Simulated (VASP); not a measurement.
# InAs (Fm-3m) in VASP: a series of runs, part 2 of 2

VASP 6.6.1. Earlier steps stand in the parts before.

### 3 Single point, LDA

This run uses another cell than the first one, of 25.25 Å³/atom, 1.029 times its volume.

Contents of INCAR:

```
ALGO     = Normal         # electronic algorithm
EDIFF    = 1E-6           # SCF threshold, eV
ENCUT    = 500            # plane-wave cutoff, eV
GGA_COMPAT= False        
ISIF     = 2              # what is computed and relaxed
ISMEAR   = -1             # smearing method
LASPH    = True           # aspherical terms in the spheres
LCHARG   = False          # write CHGCAR
LREAL    = False          # projectors in reciprocal space
LWAVE    = False          # write WAVECAR
NBANDS   = 16             # bands
NELM     = 120            # most SCF steps
PREC     = Accurate       # precision mode
SIGMA    = 0.1            # smearing width, eV
```

Contents of KPOINTS:

```
k-points
0
Gamma
  6 6 6
```

Contents of POSCAR:

```
InAs
1.0
    0.0000000000      2.9337360524      2.9337360524
    2.9337360524      0.0000000000      2.9337360524
    2.9337360524      2.9337360524      0.0000000000
In As
1 1
Direct
    0.5000000000      0.5000000000      0.5000000000
    0.0000000000      0.0000000000      0.0000000000
```

Potentials or basis: VASP PAW LDA potentials, release 64 (In_d, As).

Started as:

```bash
> cat potpaw_LDA.64/In_d/POTCAR potpaw_LDA.64/As/POTCAR > POTCAR
> mpirun -np 1 vasp_std > vasp.out
```

OUTCAR:

```text
EDIFF = 1E-6
   ENCUT = 500
   ISIF = 2
   ISMEAR = -1
   LASPH = True
   LREAL = False
   NELM = 120
   PREC = Accurate

 ion  position               nearest neighbor table
   1  0.500  0.500  0.500-   2 2.93   2 2.93   2 2.93   2 2.93   2 2.93   2 2.93
   2  0.000  0.000  0.000-   1 2.93   1 2.93   1 2.93   1 2.93   1 2.93   1 2.93

  LATTYP: Found a face centered cubic cell.
 ALAT       =     5.8674721048

  Lattice vectors:

 A1 = (   0.0000000000,   2.9337360524,   2.9337360524)
 A2 = (   2.9337360524,   0.0000000000,   2.9337360524)
 A3 = (   2.9337360524,   2.9337360524,   0.0000000000)

Analysis of symmetry for initial positions (statically):
=====================================================================
 Subroutine PRICEL returns:
 Original cell was already a primitive cell.

 Routine SETGRP: Setting up the symmetry group for a
 face centered cubic supercell.

 Subroutine GETGRP returns: Found 48 space group operations
 (whereof 48 operations were pure point group operations)
 out of a pool of 48 trial point group operations.

The static configuration has the point symmetry O_h .

Analysis of symmetry for dynamics (positions and initial velocities):
=====================================================================
 Subroutine PRICEL returns:
[... 151 lines left out ...]
 fundamental gap:      0.1411688420
 Fermi energy:         5.2142973786

 k-point     1 :       0.0000    0.0000    0.0000
  band No.  band energies     occupation
      1      -9.0561      2.00000
      2      -9.0561      2.00000
      3      -9.0359      2.00000
      4      -9.0359      2.00000
      5      -9.0359      2.00000
      6      -6.6116      2.00000
[... 281 lines left out ...]
      3      -9.0439      2.00000
      4      -8.9961      2.00000
      5      -8.9703      2.00000
      6      -4.3829      2.00000
[... 8 lines left out ...]
     15      16.2351      0.00000
     16      18.8552      0.00000

------------------------ aborting loop because EDIFF is reached ----------------------------------------

  FORCE on cell =-STRESS in cart. coord.  units (eV):
  Direction    XX          YY          ZZ          XY          YZ          ZX
  --------------------------------------------------------------------------------------
  -------------------------------------------------------------------------------------
  Total       -2.3987006     -2.3987006     -2.3987006     -0.0000000      0.0000000      0.0000000
  in kB      -76.1015523    -76.1015523    -76.1015523     -0.0000000      0.0000000      0.0000000
  external PRESSURE =     -76.1015523 kB  Pullay stress =       0.0000000 kB

 VOLUME and BASIS-vectors are now :
 -----------------------------------------------------------------------------
  energy-cutoff  :      500.00
  volume of cell :       50.50
      direct lattice vectors                 reciprocal lattice vectors
     0.000000000  2.933736052  2.933736052    -0.170431147  0.170431147  0.170431147
     2.933736052  0.000000000  2.933736052     0.170431147 -0.170431147  0.170431147
     2.933736052  2.933736052  0.000000000     0.170431147  0.170431147 -0.170431147

 POSITION                                       TOTAL-FORCE (eV/Angst)
 -----------------------------------------------------------------------------------
      2.93374      2.93374      2.93374         0.000000      0.000000      0.000000
      0.00000      0.00000      0.00000        -0.000000     -0.000000      0.000000
 -----------------------------------------------------------------------------------
    total drift:                                0.000000      0.000000      0.000000

  FREE ENERGIE OF THE ION-ELECTRON SYSTEM (eV)
  ---------------------------------------------------
  free  energy   TOTEN  =        -8.6373423659 eV

  energy  without entropy=       -8.5983262373  energy(sigma->0) =       -8.61783430
```

OSZICAR:

```text
N       E                     dE             d eps       ncg     rms          rms(c)
DAV:   1     0.100752994183E+03    0.10075E+03   -0.86038E+03   512   0.124E+03
DAV:   2    -0.252662102170E+01   -0.10328E+03   -0.99496E+02   560   0.295E+02
DAV:   3    -0.866814034200E+01   -0.61415E+01   -0.61076E+01   688   0.693E+01
DAV:   4    -0.879829082730E+01   -0.13015E+00   -0.13012E+00   568   0.108E+01
DAV:   5    -0.880421189327E+01   -0.59211E-02   -0.59209E-02   752   0.215E+00    0.339E+00
DAV:   6    -0.865291055958E+01    0.15130E+00   -0.24246E-01   728   0.791E+00    0.176E+00
DAV:   7    -0.863908217507E+01    0.13828E-01   -0.47380E-02   736   0.208E+00    0.531E-01
DAV:   8    -0.863741291973E+01    0.16693E-02   -0.44690E-03   672   0.882E-01    0.118E-01
DAV:   9    -0.863734452082E+01    0.68399E-04   -0.37003E-04   720   0.259E-01    0.722E-02
DAV:  10    -0.863734216979E+01    0.23510E-05   -0.27330E-05   744   0.502E-02    0.344E-02
DAV:  11    -0.863734236593E+01   -0.19614E-06   -0.93791E-06   736   0.471E-02
   1 F= -.86373424E+01 E0= -.86178343E+01  d E =-.390161E-01
```

It took 8.5 s on 1 thread of AMD EPYC 7R43 (Zen 3), shared host; peak memory 0.12 GiB.

Results:

| Quantity | Value |
| --- | --- |
| Free energy | -8.6373 eV |
| Pressure | -7.6 GPa |
| Band gap on the k mesh | zero (band 9 reaches 5.50 eV, above the bottom of band 10 at 3.08 eV) |

Levels at points of the mesh, in eV from the Fermi level:
```tsv
k point	band 5	band 6	band 7	band 8	band 9	band 10	band 11	band 12	band 13	band 14
(0.00, 0.00, 0.00)	-14.25	-11.83	-1.29	-0.25	-0.25	-0.25	6.98	6.98	6.98	7.08
(0.50, 0.00, 0.00)	-14.20	-10.34	-6.35	0.11	0.11	1.91	3.11	3.11	3.84	10.17
(0.50, 0.50, 0.00)	-14.18	-9.60	-4.44	-3.19	-2.13	-2.13	3.91	8.51	8.51	9.29
```

Caveat: spin-orbit coupling is left out, which moves the levels of the heavy elements.
